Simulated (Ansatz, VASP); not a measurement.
# One calculation of VN, two programs

The input INCAR:

```
  ALGO = Normal
  EDIFF = 1E-6
  EDIFFG = -0.005
  ENCUT = 600
  GGA = PS
  IBRION = 2
  ISIF = 3
  ISMEAR = 0
  LASPH = T
  LCHARG = F
  LREAL = F
  LWAVE = F
  NELM = 60
  NSW = 100
  PREC = Accurate
  SIGMA = 0.1
```

Contents of KPOINTS:

```
k-points
0
Gamma
  18 18 18
```

The input POSCAR:

```
VN
1.0
    0.0000000000      2.0364207725      2.0364207725
    2.0364207725      0.0000000000      2.0364207725
    2.0364207725      2.0364207725      0.0000000000
V N
1 1
Direct
    0.0000000000      0.0000000000      0.0000000000
    0.5000000000      0.5000000000      0.5000000000
```

Input for Ansatz:

```yaml
crystal:
  lattice:
    - [0.0, 2.0364207792, 2.0364207792]
    - [2.0364207792, 0.0, 2.0364207792]
    - [2.0364207792, 2.0364207792, 0.0]
  atoms:
    - { symbol: V, position: [0.0, 0.0, 0.0] }
    - { symbol: "N", position: [0.5, 0.5, 0.5] }
basis:
  ecutwfc: 420
kpoints:
  mp_grid: { grid: [18, 18, 18] }
hamiltonian:
  xc: pbesol
scf:
  occupations: { method: gaussian, width: 0.1 }
output:
  forces: true
  stress: true
  eigenvalues: true
relax:
  adjacent_minimum: "off"
  f_tol: 0.005
  max_steps: 80
  cell: { stress_tol: 0.05 }
```

Alike in both runs: task relaxation of cell and atoms; functional PBEsol; k mesh 18 × 18 × 18; occupations gaussian, width 0.1 eV; no spin polarisation.

```csv
,VASP,Ansatz
version,VASP 6.6.1,Ansatz 0.2.0
potentials or method,"VASP PAW PBE potentials, release 64 (V_sv, N), cutoff 600 eV","scalar-relativistic, plane waves, PAW"
valence electrons in the cell,18,18
```

|  | VASP | Ansatz | Ansatz less VASP |
| --- | --- | --- | --- |
| gap on the k mesh at the Fermi level, each at its own relaxed structure (eV) | none | none | - |
| relaxed volume (Å³/atom) | 8.46 | 8.45 | -0.014 |
| relaxed cell length with the largest relative difference (Å) | 2.882 | 2.880 | -0.0016 |

VASP's potentials were made for PBE, not for PBEsol. A gap of «none» marks a metal or a gap that the smearing closes.

Noted on VASP's run: too few bands were computed for a metal, which touches its energy and stress.
